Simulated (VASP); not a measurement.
# TaN (Cm) in VASP: single point with LDA

Aim: the single point of TaN with LDA.

Program: VASP 6.6.1. These are calculated values, not measurements. Logs are shortened: lines on timing, memory, paths and dates and some standing lists are left out, and cuts for length are marked.

### 1 The cell of the first run

It takes space group Cm (No. 8, monoclinic). The conventional cell has a = 4.348 Å, b = 4.348 Å, c = 3.074 Å, α = 90.00°, β = 135.00°, γ = 90.00°. Ta (site symmetry m) has 6 N at 1.91 to 2.44 Å within 2.5 Å. N (site symmetry m) has 6 Ta at 1.91 to 2.44 Å within 2.5 Å.

### 2 Single point, LDA (atoms displaced along several vibrational modes)

Input file INCAR:

```
ALGO = Normal
EDIFF = 1E-6
ENCUT = 520
ISIF = 2
ISMEAR = 0
LASPH = T
LCHARG = F
LREAL = F
LWAVE = F
NBANDS = 15
NELM = 60
PREC = Accurate
SIGMA = 0.15
```

Input file KPOINTS:

```
k-points
0
Gamma
  18 18 18
```

Input file POSCAR:

```
TaN
1.0
    0.0000000000      2.1738356505      2.1738356505
    2.1738356505      0.0000000000      2.1738356505
    2.1738356505      2.1738356505      0.0000000000
Ta N
1 1
Direct
    0.4967417379      0.5054304368      0.5032582621
    0.0420914985     -0.0701524975     -0.0420914985
```

Potentials or basis: VASP PAW LDA potentials, release 64 (Ta_pv, N).

Run with:

```console
> cat potpaw_LDA.64/Ta_pv/POTCAR potpaw_LDA.64/N/POTCAR > POTCAR
> mpirun -np 1 vasp_std > vasp.out
```

OUTCAR:

```text
EDIFF = 1E-6
   ENCUT = 520
   ISIF = 2
   ISMEAR = 0
   LASPH = T
   LREAL = F
   NELM = 60
   PREC = Accurate

 ion  position               nearest neighbor table
   1  0.497  0.505  0.503-   2 1.91   2 2.12   2 2.19   2 2.19   2 2.25   2 2.44
   2  0.042  0.930  0.958-   1 1.91   1 2.12   1 2.19   1 2.19   1 2.25   1 2.44

  LATTYP: Found a face centered cubic cell.
 ALAT       =     4.3476713010

  Lattice vectors:

 A1 = (   0.0000000000,   2.1738356505,   2.1738356505)
 A2 = (   2.1738356505,   0.0000000000,   2.1738356505)
 A3 = (   2.1738356505,   2.1738356505,   0.0000000000)

Analysis of symmetry for initial positions (statically):
=====================================================================
 Subroutine PRICEL returns:
 Original cell was already a primitive cell.

 Routine SETGRP: Setting up the symmetry group for a
 face centered cubic supercell.

 Subroutine GETGRP returns: Found  2 space group operations
 (whereof  2 operations were pure point group operations)
 out of a pool of 48 trial point group operations.

The static configuration has the point symmetry C_1h.

Analysis of symmetry for dynamics (positions and initial velocities):
=====================================================================
 Subroutine PRICEL returns:
 Original cell was already a primitive cell.

 Routine SETGRP: Setting up the symmetry group for a
 face centered cubic supercell.

 Subroutine GETGRP returns: Found  2 space group operations
 (whereof  2 operations were pure point group operations)
 out of a pool of 48 trial point group operations.

The dynamic configuration has the point symmetry C_1h.

 Subroutine INISYM returns: Found  2 space group operations
 (whereof  2 operations are pure point group operations),
 and found     1 'primitive' translations

----------------------------------------------------------------------------------------

                                     Primitive cell

  volume of cell :      20.5452

  direct lattice vectors                    reciprocal lattice vectors
     0.000000000  2.173835651  2.173835651    -0.230008188  0.230008188  0.230008188
     2.173835651  0.000000000  2.173835651     0.230008188 -0.230008188  0.230008188
     2.173835651  2.173835651  0.000000000     0.230008188  0.230008188 -0.230008188

  length of vectors
     3.074267859  3.074267859  3.074267859     0.398385869  0.398385869  0.398385869

  position of ions in fractional coordinates (direct lattice)
     0.496741738  0.505430437  0.503258262
     0.042091498  0.929847503  0.957908502

  ion indices of the primitive-cell ions
   primitive index   ion index
                 1           1
[... 86 lines left out ...]
   EMIN   =  10.00;   EMAX   =-10.00  energy-range for DOS
   EFERMI =   0.00;   METHOD = LEGACY
   ISMEAR =     0;   SIGMA  =   0.15  broadening in eV -4-tet -1-fermi 0-gaus
   EFERMI_NEDOS =   21; number of points for ismear=-14 and -15
   IALGO  =     38    algorithm
   IMIX   =      4    mixing-type and parameters
     AMIX     =   0.40;   BMIX     =  1.00
     AMIX_MAG =   1.60;   BMIX_MAG =  1.00
  volume/ion in A,a.u.               =      10.27        69.32
  Fermi-wavevector in a.u.,A,eV,Ry     =   1.506184  2.846276 30.866057  2.268591
  Thomas-Fermi vector in A             =   2.616935
   LORBIT       =      0    0 simple, 1 ext, 2 COOP (PROOUT), +10 PAW based schemes
   GGA     = CA    functional components
   LHFCALC =     F    Hartree Fock is set to
   AEXX    =    0.0000 exact exchange contribution
   IVDW    =     0    specifies the selected vdW correction
   LEPSILON=     F    determine dielectric tensor
   LRPA    =     F    only Hartree local field effects (RPA)
 non-spin polarized calculation
 Gauss-broadening in eV      SIGMA  =   0.15
  energy-cutoff  :      520.00
  volume of cell :       20.55
 maximum number of plane-waves:       568
   NGX = 11   NGY = 11   NGZ = 11

 number of electron      16.0000000 magnetization

 Free energy of the ion-electron system (eV)
  ---------------------------------------------------
  ext. energy  EPLUGINS =         0.00000000
  ---------------------------------------------------
  free energy    TOTEN  =       -23.74572359 eV

  energy without entropy =      -23.73635679  energy(sigma->0) =      -23.74104019

 E-fermi :   9.6462     XC(G=0): -13.8174

 val. band max:        9.6415140019   @ k =   0.1667  -0.4444  -0.0556
 cond. band min:       9.6463789008   @ k =   0.2778   0.1667  -0.3333
 fundamental gap:      0.0048648989
 Fermi energy:         9.6461720588

 k-point     1 :       0.0000    0.0000    0.0000
  band No.  band energies     occupation
      1     -25.7029      2.00000
      2     -25.5752      2.00000
      3     -25.5742      2.00000
      4      -9.0914      2.00000
      5       4.5195      2.00000
      6       4.5931      2.00000
      7       4.7292      2.00000
      8       7.6451      2.00000
      9       9.0069      2.00000
     10       9.1310      2.00000
     11      10.0900      0.00003
     12      11.4529      0.00000
     13      11.8451      0.00000
     14      19.0709      0.00000
[... 401 lines left out ...]
      2     -25.6092      2.00000
      3     -25.5978      2.00000
      4      -8.7956      2.00000
      5       3.5996      2.00000
      6       4.3684      2.00000
      7       4.4611      2.00000
      8       7.4570      2.00000
      9       9.1763      1.99999
     10       9.3989      1.98028
     11      10.6891      0.00000
     12      11.7544      0.00000
     13      13.3588      0.00000
     14      19.9540      0.00000
     15      21.4268      0.00000

 [... further k-points ...]

------------------------ aborting loop because EDIFF is reached ----------------------------------------

  FORCE on cell =-STRESS in cart. coord.  units (eV):
  Direction    XX          YY          ZZ          XY          YZ          ZX
  --------------------------------------------------------------------------------------
  -------------------------------------------------------------------------------------
  Total        5.3828330      0.3310842      0.6625440      0.0000000      0.0000000     -0.3665989
  in kB      419.7699754     25.8189682     51.6672302      0.0000000      0.0000000    -28.5885163
  external PRESSURE =     165.7520579 kB  Pullay stress =       0.0000000 kB

 VOLUME and BASIS-vectors are now :
 -----------------------------------------------------------------------------
  energy-cutoff  :      520.00
  volume of cell :       20.55
      direct lattice vectors                 reciprocal lattice vectors
     0.000000000  2.173835651  2.173835651    -0.230008188  0.230008188  0.230008188
     2.173835651  0.000000000  2.173835651     0.230008188 -0.230008188  0.230008188
     2.173835651  2.173835651  0.000000000     0.230008188  0.230008188 -0.230008188

 POSITION                                       TOTAL-FORCE (eV/Angst)
 -----------------------------------------------------------------------------------
      2.19272      2.17384      2.17856        -3.467243      0.000000     -0.631290
      4.10367      2.17384      2.11284         3.467243      0.000000      0.631290
 -----------------------------------------------------------------------------------
    total drift:                                0.000167     -0.000000      0.000008

  FREE ENERGIE OF THE ION-ELECTRON SYSTEM (eV)
  ---------------------------------------------------
  free  energy   TOTEN  =       -23.7457235882 eV

  energy  without entropy=      -23.7363567932  energy(sigma->0) =      -23.74104019
```

OSZICAR:

```text
N       E                     dE             d eps       ncg     rms          rms(c)
DAV:   1     0.846730138147E+02    0.84673E+02   -0.84091E+03 46572   0.109E+03
DAV:   2    -0.244159462144E+02   -0.10909E+03   -0.10308E+03 56916   0.296E+02
DAV:   3    -0.267955666231E+02   -0.23796E+01   -0.23660E+01 52135   0.410E+01
DAV:   4    -0.268037085983E+02   -0.81420E-02   -0.81379E-02 60796   0.263E+00
DAV:   5    -0.268037637718E+02   -0.55174E-04   -0.55164E-04 52647   0.188E-01    0.277E+01
DAV:   6    -0.238802519290E+02    0.29235E+01   -0.60977E+00 52352   0.270E+01    0.118E+01
DAV:   7    -0.237857278962E+02    0.94524E-01   -0.45313E-01 55264   0.540E+00    0.778E+00
DAV:   8    -0.237497681277E+02    0.35960E-01   -0.12327E-01 51505   0.281E+00    0.112E+00
DAV:   9    -0.237458870722E+02    0.38811E-02   -0.10111E-02 50546   0.801E-01    0.241E-01
DAV:  10    -0.237457557497E+02    0.13132E-03   -0.65669E-04 54193   0.302E-01    0.663E-02
DAV:  11    -0.237457240238E+02    0.31726E-04   -0.76746E-05 51176   0.931E-02    0.146E-02
DAV:  12    -0.237457235882E+02    0.43558E-06   -0.53087E-06 52275   0.214E-02
   1 F= -.23745724E+02 E0= -.23741040E+02  d E =-.936679E-02
```

stdout:

```text
POSCAR found type information on POSCAR TaN
 POSCAR found :  2 types and       2 ions
 scaLAPACK will be used
 LDA part: xc-table for (Slater(with rela. corr.)+CA(PZ))
 , standard interpolation
 POSCAR, INCAR and KPOINTS ok, starting setup
 FFT: planning ... GRIDC
 FFT: planning ... GRID_SOFT
 FFT: planning ... GRID
 WAVECAR not read
 entering main loop
```

Wall time 6.5 min (1 thread of Intel Xeon 8259CL, shared host); peak memory 0.55 GiB.

What came out:

| Quantity | Value |
| --- | --- |
| Free energy | -23.7457 eV |
| Pressure | 16.6 GPa |
| Largest force | 3.524 eV/Å |
| Band gap on the k mesh | zero (bands 8 and 9 overlap by 3.11 eV) |

Forces on the atoms (eV/Å):
```
Ta  -3.467  0.000 -0.631
N    3.467  0.000  0.631
```

Stress tensor (GPa, compression positive):
```
41.98  0.00 -2.86
 0.00  2.58  0.00
-2.86  0.00  5.17
```

Caveat: the cell differs from its parent crystal (atoms displaced along several vibrational modes); the stress differs along the axes, from 3 to 42 GPa; spin-orbit coupling is left out, which moves the levels of the heavy elements; forces of over 1 eV/Å act on the atoms, so gaps and moduli don't describe the material at rest.
